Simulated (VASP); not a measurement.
A run of VASP 6.6.1:

INCAR

```
SYSTEM = MgS
  ALGO = Normal
  EDIFF = 1E-7
  EDIFFG = -0.002
  ENCUT = 520
  GGA_COMPAT = .FALSE.
  IBRION = 2
  ISIF = 2
  ISMEAR = 0
  LASPH = .TRUE.
  LCHARG = .FALSE.
  LREAL = .FALSE.
  LWAVE = .FALSE.
  NELM = 120
  NELMIN = 4
  NSW = 60
  PREC = Accurate
  SIGMA = 0.02
```

File KPOINTS:

```
k-points
0
G
  6 6 6
  0 0 0
```

The input POSCAR:

```
MgS
1.0
    0.0000000000      2.5395368125      2.5395368125
    2.5395368125      0.0000000000      2.5395368125
    2.5395368125      2.5395368125      0.0000000000
Mg S
1 1
Direct
    0.0000000000      0.0000000000      0.0000000000
    0.5000000000      0.5000000000      0.5000000000
```

Potentials or basis: VASP PAW LDA potentials, release 64 (Mg, S).

Launch:

```sh
$ cat potpaw_LDA.64/Mg/POTCAR potpaw_LDA.64/S/POTCAR > POTCAR
$ mpirun -np 1 vasp_std > vasp.out
```

Hardware: 1 thread of AMD EPYC 7R43 64-Core Processor (Zen 3), on a shared host.

Estimate the wall time of this run.

Run time: 4.6 s on 1 thread of AMD EPYC 7R43 64-Core Processor (Zen 3) (shared host), peak memory 0.1 GiB. Counts: scf iterations 12, k points 16, ion steps 1.
